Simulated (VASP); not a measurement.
# W4C in VASP: further runs

Runs on W4C. Level: PBE. Tasks: single point.

Program: VASP 6.6.1. These are calculated values, not measurements. Logs are shortened: lines on timing, memory, paths and dates and some standing lists are left out, and cuts for length are marked.

### 1 The cell of the first run

The cell holds a slab with vacuum, 5 atoms: a = 2.855 Å, b = 4.037 Å, c = 19.457 Å, α = 90.00°, β = 90.00°, γ = 90.00°.

### 2 Single point, PBE

INCAR

```
PREC = Accurate
ENCUT = 520
EDIFF = 1E-6
ISMEAR = 0
SIGMA = 0.1
LREAL = F
LASPH = T
NELM = 80
ALGO = Normal
ISIF = 2
LWAVE = F
LCHARG = F
LDIPOL = T
IDIPOL = 3
DIPOL = 0.5 0.5 0.340
GGA = PE
NBANDS = 38
```

KPOINTS

```
Automatic mesh
0
Gamma
  9 7 1
```

POSCAR

```
W4C
1.0
    2.8547213223      0.0000000000      0.0000000000
    0.0000000000      4.0371856107      0.0000000000
    0.0000000000      0.0000000000     19.4570327473
W C
4 1
Direct
    0.5000000000      0.5000000000      0.2055811928
    0.0000000000      0.0000000000      0.2789408195
    0.5000000000      0.5000000000      0.3513926690
    0.0000000000      0.0000000000      0.4089540708
    0.3333333333      0.3000000000      0.4540626566
```

Potentials or basis: VASP PAW PBE potentials, release 64 (W_sv, C).

Run with:

```console
$ cat potpaw_PBE.64/W_sv/POTCAR potpaw_PBE.64/C/POTCAR > POTCAR
$ mpirun -np 1 vasp_std > vasp.out
```

OUTCAR:

```text
PREC = Accurate
   ENCUT = 520
   EDIFF = 1E-6
   ISMEAR = 0
   LREAL = F
   LASPH = T
   NELM = 80
   ISIF = 2
   GGA = PE

 ion  position               nearest neighbor table
   1  0.500  0.500  0.206-   3 2.84   2 2.85   2 2.85   2 2.85   2 2.85
   2  0.000  0.000  0.279-   4 2.53   3 2.85   3 2.85   3 2.85   3 2.85   1 2.85   1 2.85   1 2.85
                             1 2.85
   3  0.500  0.500  0.351-   5 2.21   4 2.71   4 2.71   4 2.71   4 2.71   1 2.84   2 2.85   2 2.85
                             2 2.85   2 2.85
   4  0.000  0.000  0.409-   5 1.77   5 2.42   2 2.53   3 2.71   3 2.71   3 2.71   3 2.71
   5  0.333  0.300  0.454-   4 1.77   3 2.21   4 2.42

  LATTYP: Found a simple orthorhombic cell.
 ALAT       =     2.8547213223
 B/A-ratio  =     1.4142135623
 C/A-ratio  =     6.8157380531

  Lattice vectors:

 A1 = (   2.8547213223,   0.0000000000,   0.0000000000)
 A2 = (   0.0000000000,   4.0371856107,   0.0000000000)
 A3 = (   0.0000000000,   0.0000000000,  19.4570327473)

Analysis of symmetry for initial positions (statically):
=====================================================================
 Subroutine PRICEL returns:
 Original cell was already a primitive cell.

 Routine SETGRP: Setting up the symmetry group for a
 simple orthorhombic supercell.

 Subroutine GETGRP returns: Found  1 space group operations
 (whereof  1 operations were pure point group operations)
 out of a pool of  8 trial point group operations.

The static configuration has the point symmetry C_1 .

Analysis of symmetry for dynamics (positions and initial velocities):
=====================================================================
 Subroutine PRICEL returns:
 Original cell was already a primitive cell.

 Routine SETGRP: Setting up the symmetry group for a
 simple orthorhombic supercell.

 Subroutine GETGRP returns: Found  1 space group operations
 (whereof  1 operations were pure point group operations)
 out of a pool of  8 trial point group operations.

The dynamic configuration has the point symmetry C_1 .

 Subroutine INISYM returns: Found  1 space group operations
 (whereof  1 operations are pure point group operations),
 and found     1 'primitive' translations

----------------------------------------------------------------------------------------

                                     Primitive cell

  volume of cell :     224.2431

  direct lattice vectors                    reciprocal lattice vectors
     2.854721322  0.000000000  0.000000000     0.350296890  0.000000000  0.000000000
     0.000000000  4.037185611  0.000000000     0.000000000  0.247697306  0.000000000
     0.000000000  0.000000000 19.457032747     0.000000000  0.000000000  0.051395298

  length of vectors
     2.854721322  4.037185611 19.457032747     0.350296890  0.247697306  0.051395298

  position of ions in fractional coordinates (direct lattice)
     0.500000000  0.500000000  0.205581193
     0.000000000  0.000000000  0.278940820
     0.500000000  0.500000000  0.351392669
     0.000000000  0.000000000  0.408954071
     0.333333333  0.300000000  0.454062657

  ion indices of the primitive-cell ions
   primitive index   ion index
                 1           1
                 2           2
                 3           3
                 4           4
                 5           5

----------------------------------------------------------------------------------------

 KPOINTS: Automatic mesh

Automatic generation of k-mesh.
 Grid dimensions read from file:
 generate k-points for:    9    7    1

 Generating k-lattice:

  Cartesian coordinates                     Fractional coordinates (reciprocal lattice)
     0.038921877  0.000000000  0.000000000     0.111111111  0.000000000  0.000000000
     0.000000000  0.035385329  0.000000000     0.000000000  0.142857143  0.000000000
     0.000000000  0.000000000  0.051395298     0.000000000  0.000000000  1.000000000

  Length of vectors
     0.038921877  0.035385329  0.051395298

  Shift w.r.t. Gamma in fractional coordinates (k-lattice)
     0.000000000  0.000000000  0.000000000

 Subroutine IBZKPT returns following result:
 ===========================================

 Found     32 irreducible k-points:

 Following reciprocal coordinates:
            Coordinates               Weight
  0.000000  0.000000  0.000000      1.000000
  0.111111  0.000000  0.000000      2.000000
  0.222222  0.000000  0.000000      2.000000
  0.333333  0.000000  0.000000      2.000000
  0.444444  0.000000  0.000000      2.000000
  0.000000  0.142857  0.000000      2.000000
[... 16 lines left out ...]
  0.444444 -0.285714  0.000000      2.000000
  0.000000  0.428571  0.000000      2.000000
 [... further k-points ...]
   k-points           NKPTS =     32   k-points in BZ     NKDIM =     32   number of bands    NBANDS=     38
   number of dos      NEDOS =    301   number of ions     NIONS =      5
   total plane-waves  NPLWV = 108000
   dimension x,y,z NGX =    24 NGY =   30 NGZ =  150
   dimension x,y,z NGXF=    48 NGYF=   60 NGZF=  300
   ions per type =               4   1
   NGX,Y,Z   is equivalent  to a cutoff of  13.98, 12.35, 12.82 a.u.
   NGXF,Y,Z  is equivalent  to a cutoff of  27.95, 24.71, 25.63 a.u.
 SYSTEM =  unknown system
   PREC   = accura    normal or accurate (medium, high low for compatibility)
   ISTART =      0    job   : 0-new  1-cont  2-samecut
   ICHARG =      2    charge: 1-file 2-atom 10-const
   ISPIN  =      1    spin polarized calculation?
   LNONCOLLINEAR =      F non collinear calculations
   LSORBIT =      F    spin-orbit coupling
   LASPH  =      T    aspherical Exc in radial PAW
   ENCUT  =  520.0 eV  38.22 Ry    6.18 a.u.   5.31  7.51 36.18*2*pi/ulx,y,z
   NELM   =     80;   NELMIN=  2; NELMDL= -5     # of ELM steps
   EDIFF  = 0.1E-05   stopping-criterion for ELM
   LREAL  =      F    real-space projection
   EDIFFG = 0.1E-04   stopping-criterion for IOM
   NSW    =      0    number of steps for IOM
   IBRION =     -1    ionic relax: 0-MD 1-quasi-New 2-CG
   NFREE  =      0    steps in history (QN), initial steepest desc. (CG)
   ISIF   =      2    stress and relaxation
   ISYM   =      2    0-nonsym 1-usesym 2-fastsym
   POTIM  = 0.5000    time-step for ionic-motion
   TEBEG  =    0.0;   TEEND  =   0.0 temperature during run
   PSTRESS=    0.0 pullay stress
   NELECT =      60.0000    total number of electrons
   NUPDOWN=      -1.0000    fix difference up-down
   EMIN   =  10.00;   EMAX   =-10.00  energy-range for DOS
   EFERMI =   0.00;   METHOD = LEGACY
   ISMEAR =     0;   SIGMA  =   0.10  broadening in eV -4-tet -1-fermi 0-gaus
   EFERMI_NEDOS =   21; number of points for ismear=-14 and -15
   IALGO  =     38    algorithm
   IMIX   =      4    mixing-type and parameters
     AMIX     =   0.40;   BMIX     =  1.00
     AMIX_MAG =   1.60;   BMIX_MAG =  1.00
  volume/ion in A,a.u.               =      44.85       302.65
  Fermi-wavevector in a.u.,A,eV,Ry     =   1.054918  1.993507 15.141284  1.112853
  Thomas-Fermi vector in A             =   2.190097
   LORBIT       =      0    0 simple, 1 ext, 2 COOP (PROOUT), +10 PAW based schemes
   GGA     = PE    functional components
   LHFCALC =     F    Hartree Fock is set to
   AEXX    =    0.0000 exact exchange contribution
   IVDW    =     0    specifies the selected vdW correction
   LEPSILON=     F    determine dielectric tensor
   LRPA    =     F    only Hartree local field effects (RPA)
 non-spin polarized calculation
 Gauss-broadening in eV      SIGMA  =   0.10
  energy-cutoff  :      520.00
  volume of cell :      224.24
 maximum number of plane-waves:      6071
 NGX is ok and might be reduce to    24
   NGX = 11   NGY = 15   NGZ = 73

 dipolmoment           0.000000      0.000000     -0.038723 electrons x Angstroem

 number of electron      59.9999989 magnetization

 dipolmoment           0.000000      0.000000      0.074878 electrons x Angstroem

 Free energy of the ion-electron system (eV)
  ---------------------------------------------------
  ext. energy  EPLUGINS =         0.00000000
  ---------------------------------------------------
  free energy    TOTEN  =       -52.82577634 eV

  energy without entropy =      -52.80301921  energy(sigma->0) =      -52.81439778

 E-fermi :   0.1377     XC(G=0):  -5.2850

 val. band max:        0.0622411045   @ k =   0.1111  -0.4286   0.0000
 cond. band min:       0.1510630479   @ k =   0.3333  -0.2857   0.0000
 fundamental gap:      0.0888219434
 Fermi energy:         0.1376909318

 k-point     1 :       0.0000    0.0000    0.0000
  band No.  band energies     occupation
      1     -73.7757      2.00000
      2     -73.5574      2.00000
      3     -73.4596      2.00000
      4     -73.3131      2.00000
      5     -38.4313      2.00000
      6     -38.2108      2.00000
[... 30 lines left out ...]
     37       2.8685      0.00000
     38       3.6709      0.00000

 k-point     2 :       0.1111    0.0000    0.0000
  band No.  band energies     occupation
      1     -73.7712      2.00000
      2     -73.5496      2.00000
      3     -73.4574      2.00000
      4     -73.3110      2.00000
      5     -38.3932      2.00000
      6     -38.2127      2.00000
[... 30 lines left out ...]
     37       2.7833      0.00000
     38       3.0540      0.00000

 k-point     3 :       0.2222    0.0000    0.0000
  band No.  band energies     occupation
      1     -73.7598      2.00000
      2     -73.5288      2.00000
      3     -73.4529      2.00000
      4     -73.3058      2.00000
      5     -38.2971      2.00000
      6     -38.2294      2.00000
[... 30 lines left out ...]
     37       2.9869      0.00000
[... 781 lines left out ...]
 k-point    23 :       0.4444   -0.2857    0.0000
  band No.  band energies     occupation
      1     -73.7380      2.00000
      2     -73.4728      2.00000
      3     -73.4604      2.00000
      4     -73.2966      2.00000
      5     -38.4754      2.00000
      6     -38.3131      2.00000
[... 30 lines left out ...]
     37       3.9108      0.00000
     38       4.6774      0.00000

 k-point    24 :       0.0000    0.4286    0.0000
  band No.  band energies     occupation
      1     -73.7712      2.00000
      2     -73.5129      2.00000
      3     -73.4901      2.00000
      4     -73.3318      2.00000
      5     -38.4500      2.00000
      6     -38.3557      2.00000
[... 30 lines left out ...]
     37       2.4166      0.00000
     38       3.4374      0.00000

 [... further k-points ...]

------------------------ aborting loop because EDIFF is reached ----------------------------------------

 vacuum level on the upper side and lower side of the slab       (xc-potential included)         0.524        -0.669

  FORCE on cell =-STRESS in cart. coord.  units (eV):
  Direction    XX          YY          ZZ          XY          YZ          ZX
  --------------------------------------------------------------------------------------
  -------------------------------------------------------------------------------------
  Total        2.4040987      5.9106059      3.3961667      3.7990696      0.2828928      2.8080437
  in kB       17.1768619     42.2302388     24.2650135     27.1436839      2.0212191     20.0629778
  external PRESSURE =      27.8907048 kB  Pullay stress =       0.0000000 kB

 VOLUME and BASIS-vectors are now :
 -----------------------------------------------------------------------------
  energy-cutoff  :      520.00
  volume of cell :      224.24
      direct lattice vectors                 reciprocal lattice vectors
     2.854721322  0.000000000  0.000000000     0.350296890  0.000000000  0.000000000
     0.000000000  4.037185611  0.000000000     0.000000000  0.247697306  0.000000000
     0.000000000  0.000000000 19.457032747     0.000000000  0.000000000  0.051395298

 POSITION                                       TOTAL-FORCE (eV/Angst)
 -----------------------------------------------------------------------------------
      1.42736      2.01859      4.00000        -0.056595      0.135881      1.828997
      0.00000      0.00000      5.42736         0.356834      0.548583     -3.663480
      1.42736      2.01859      6.83706        -0.249008      0.344455     -1.178634
      0.00000      0.00000      7.95703        -3.706320     -3.985347      2.904900
      0.95157      1.21116      8.83471         3.655088      2.956428      0.108218
 -----------------------------------------------------------------------------------
    total drift:                               -0.000001      0.000025      0.000957

  FREE ENERGIE OF THE ION-ELECTRON SYSTEM (eV)
  ---------------------------------------------------
  free  energy   TOTEN  =       -52.8257763436 eV

  energy  without entropy=      -52.8030192066  energy(sigma->0) =      -52.81439778

 vacuum level on the upper side and lower side of the slab         5.387         4.181
```

It took 5 min on 1 thread of Intel Xeon Platinum 8488C (Sapphire Rapids), shared host; peak memory 0.44 GiB.

Results:

| Item | Value |
| --- | --- |
| Free energy | -52.8258 eV |
| Largest force | 6.169 eV/Å |
| Band gap on the k mesh | zero (bands 30 and 31 overlap by 0.27 eV) |

Forces on the atoms (eV/Å):
```
W   -0.057  0.136  1.829
W    0.357  0.549 -3.663
W   -0.249  0.344 -1.179
W   -3.706 -3.985  2.905
C    3.655  2.956  0.108
```

Levels at points of the mesh, in eV from the Fermi level:
```csv
k point,band 28,band 29,band 30,band 31,band 32,band 33
"(0.00, 0.00, 0.00)",-0.75,-0.38,0.09,0.25,0.83,1.22
```

Caveat: spin-orbit coupling is left out, which moves the levels of the heavy elements.

[end of part 1 of 2]
